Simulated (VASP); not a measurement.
A run of VASP 6.6.1 is set up as follows.

File POSCAR:

```
AlN
1.0
    0.0000000000      2.0089257655      2.0089257655
    2.0089257655      0.0000000000      2.0089257655
    2.0089257655      2.0089257655      0.0000000000
Al N
1 1
Direct
    0.0000000000      0.0000000000      0.0000000000
    0.5000000000      0.5000000000      0.5000000000
```

INCAR.step1

```
  ALGO = Normal
  EDIFF = 1E-5
  ENCUT = 660
  GGA = PE
  GGA_COMPAT = False
  ISMEAR = 0
  LASPH = True
  LCHARG = False
  LREAL = False
  LWAVE = True
  NBANDS = 11
  NELM = 120
  PREC = Accurate
  SIGMA = 0.01
```

File INCAR.step2:

```
  ALGO = Normal
  EDIFF = 1E-6
  ENCUT = 660
  GGA_COMPAT = False
  ISIF = 2
  ISMEAR = 0
  ISTART = 1
  LASPH = True
  LCHARG = False
  LMIXTAU = True
  LREAL = False
  LWAVE = False
  METAGGA = R2SCAN
  NBANDS = 11
  NELM = 120
  PREC = Accurate
  SIGMA = 0.01
```

Contents of KPOINTS:

```
k-points
0
Gamma
  10 10 10
```

Potentials or basis: VASP PAW PBE potentials, release 64 (Al, N).

Run with:

```bash
$ cat potpaw_PBE.64/Al/POTCAR potpaw_PBE.64/N/POTCAR > POTCAR
$ cp INCAR.step1 INCAR
$ mpirun -np 1 vasp_std > vasp.out
$ cp INCAR.step2 INCAR
$ mpirun -np 1 vasp_std > vasp.out
```

**Question.** What does it give for the pressure?

**Answer.** 3.5 GPa.

**Question.** Estimate the band gap on the k mesh.

**Answer.** 5.68 eV, indirect (least direct gap 6.80 eV).

Caveat: the PAW data sets were made with another functional, which shifts forces and pressure a little. A k mesh can miss the band edges.
